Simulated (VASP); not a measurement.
Wanted: the native input for a VASP 6.6.1 run.

```yaml
Task: single point
Functional: PBE
Potentials_or_basis: VASP PAW PBE potentials, release 64 (Al, N, Si, O)
Cutoff: 520 eV
k_mesh: 1 × 1 × 1, shifted
Occupations: fermi-dirac, width 0.3447 eV
Spin: no spin polarisation
Dipole_correction: no
Further_INCAR_settings: LREAL = Auto; ALGO = Normal; EDIFF = 1e-07; NBANDS = 87; ISYM = 0
```

The structure of AlSi8NO16 lies in POSCAR:

```
AlSi8NO16
1.0
    7.6361610000     -0.1511100000     -0.0835260000
   -0.1511100000      7.3133010000     -0.0381800000
   -0.0835260000     -0.0381800000      6.8622450000
Al N Si O
1 1 8 16
Direct
    0.4317593973      0.6213792529      0.7432254889
    0.4244189406      0.3349929050      0.6923782298
    0.5935128995      0.6092474742      0.4116403345
    0.6573087695      0.3200327154      0.9259206311
    0.1725546757      0.5344950535      0.9763874392
    0.2333305031      0.5729130958      0.3292913595
    0.2190985238      0.9294927858      0.0532881670
   -0.0357116486      0.1599285149      0.1675682258
    0.9665914483      0.1685071433      0.7672557771
    0.5147525362      0.9368994620      0.2735598979
    0.4350806792      0.4852496237      0.3070067273
    0.1143638131      0.7489030460      0.2174143404
    0.0727100623      0.4173830854      0.3413545956
    0.4349109601      0.9653886610      0.0727465883
    1.0424538230      0.3663949263      0.8725820714
    0.2308994581      0.7264154190      0.8541747852
    0.7462649147      0.5001963069      0.5160832961
    0.6630008541      0.8001430160      0.2616987982
    0.5415047555      0.5164830846      0.9236373884
    0.4161590032      0.1335631939      0.7482989225
    0.7819461113      0.2132620348      0.0933885595
    0.0057040119     -0.0386659792      0.9640419668
    0.1589910919      0.1199249769      0.1944030890
    0.4440105466      0.7536207603      0.5452599937
    0.7033101612      0.1680995999      0.7276787301
    0.0640884886      0.0186541795      0.6491413920
```

One way to write it, as run:

INCAR

```
SYSTEM = AlSi8NO16
  PREC = Accurate
  ENCUT = 520
  EDIFF = 1E-7
  ISMEAR = -1
  SIGMA = 0.3447
  LREAL = Auto
  LASPH = .True.
  NELM = 100
  ALGO = Normal
  ISIF = 2
  LWAVE = .False.
  LCHARG = .False.
  GGA = PE
  ISYM = 0
  NBANDS = 87
```

KPOINTS

```
Automatic mesh
0
Gamma
  1 1 1
  0.25 0.25 0.25
```

Potentials or basis: VASP PAW PBE potentials, release 64 (Al, N, Si, O).

Launch:

```console
$ cat potpaw_PBE.64/Al/POTCAR potpaw_PBE.64/N/POTCAR potpaw_PBE.64/Si/POTCAR potpaw_PBE.64/O/POTCAR > POTCAR
$ mpirun -np 1 vasp_std > vasp.out
```

It gave:

```yaml
Pressure: 0.0 GPa
Largest_force: 6.901 eV/Å
Band_gap_on_the_k_mesh: 0.38 eV
```

Caveat: the k points lie up to 0.92 Å⁻¹ apart.

Run time: 85 s on 1 thread of Intel Xeon 6975P-C (shared host), peak memory 0.41 GiB.
